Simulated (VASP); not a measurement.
Set up this calculation in VASP 6.6.1, as the native input.

| Item | Value |
| --- | --- |
| Task | single point |
| Functional | LDA |
| Potentials or basis | VASP PAW LDA potentials, release 64 (Sn_d) |
| Cutoff | 520 eV |
| k mesh | 10 × 10 × 10 |
| Occupations | fermi-dirac, width 0.05 eV |
| Spin | no spin polarisation |
| Dipole correction | no |
| Further INCAR settings | ALGO = Normal; EDIFF = 1e-06; NBANDS = 13 |

The structure of Sn lies in POSCAR:

```
Sn
1.0
   -2.0426281431      2.0426281431      1.6717587207
    2.0426281431     -2.0426281431      1.6717587207
    2.0426281431      2.0426281431     -1.6717587207
Sn
1
Direct
    0.0000000000      0.0000000000      0.0000000000
```

This cell differs from its parent crystal: volume scaled by 1.02.

These files were run (other wordings do the same):

INCAR

```
SYSTEM = Sn
ALGO = Normal
EDIFF = 1E-6
ENCUT = 520
GGA = CA
ISIF = 2
ISMEAR = -1
LASPH = .TRUE.
LCHARG = .FALSE.
LREAL = .FALSE.
LWAVE = .FALSE.
NBANDS = 13
NELM = 60
PREC = Accurate
SIGMA = 0.05
```

KPOINTS

```
k-points
0
G
  10 10 10
  0 0 0
```

Potentials or basis: VASP PAW LDA potentials, release 64 (Sn_d).

Command:

```console
$ cat potpaw_LDA.64/Sn_d/POTCAR > POTCAR
$ mpirun -np 1 vasp_std > vasp.out
```

It gave:

The pressure is -4.0 GPa and the band gap on the k mesh is zero (band 7 reaches 14.01 eV, above the bottom of band 8 at 5.53 eV).

Caveat: spin-orbit coupling is left out, which moves the levels of the heavy elements.

Run time: 13 s on 1 thread of Intel(R) Xeon(R) 6975P-C (Granite Rapids), on a shared host, peak memory 0.16 GiB.
